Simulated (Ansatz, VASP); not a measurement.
LiMg3Cl6: VASP beside Ansatz

```
Li Mg Cl
1.0
     6.39251    0.00000    0.00000
    -3.19626    5.53608    0.00000
     0.00000    0.00000    6.78602
Li Mg Cl
1 3 6
Cartesian
  0.0000 0.0000 0.0000
  0.0000 3.6907 0.0000
  3.1963 1.8454 0.0000
  0.0000 0.0000 3.3930
  2.1567 0.0000 1.4024
  -1.0783 1.8677 1.4024
  2.1179 3.6684 1.4024
  -2.1179 3.6684 5.3836
  4.2358 0.0000 5.3836
  1.0783 1.8677 5.3836
```

Alike in both runs: functional PBE; k mesh 3 × 3 × 4; occupations gaussian, width 0.1 eV; no spin polarisation.

Ansatz relaxed the structure, and its values are those at the end. VASP's run is a single point on that final structure, the one shown.

```csv
,VASP,Ansatz
version,VASP 6.6.1,Ansatz 0.2.0
potentials or method,"VASP PAW PBE potentials, release 64 (Li_sv, Mg, Cl), cutoff 520 eV","scalar-relativistic, plane waves, PAW"
valence electrons in the cell,51,75
```

|  | VASP | Ansatz | Ansatz less VASP |
| --- | --- | --- | --- |
| gap on the k mesh at the Fermi level (eV) | none | none | - |
| rms of the force components (eV/Å) | 0.005 | 0.002 | -0.0029 |

A gap of «none» marks a metal or a gap that the smearing closes. VASP's potentials hold 51 valence electrons a cell and Ansatz's 75, so a difference there can come from the potentials and not from the codes.

The k mesh is coarse, so the values compare programs but aren't converged. Noted on VASP's run: the cutoff is short for stress, so the pressure is rough.
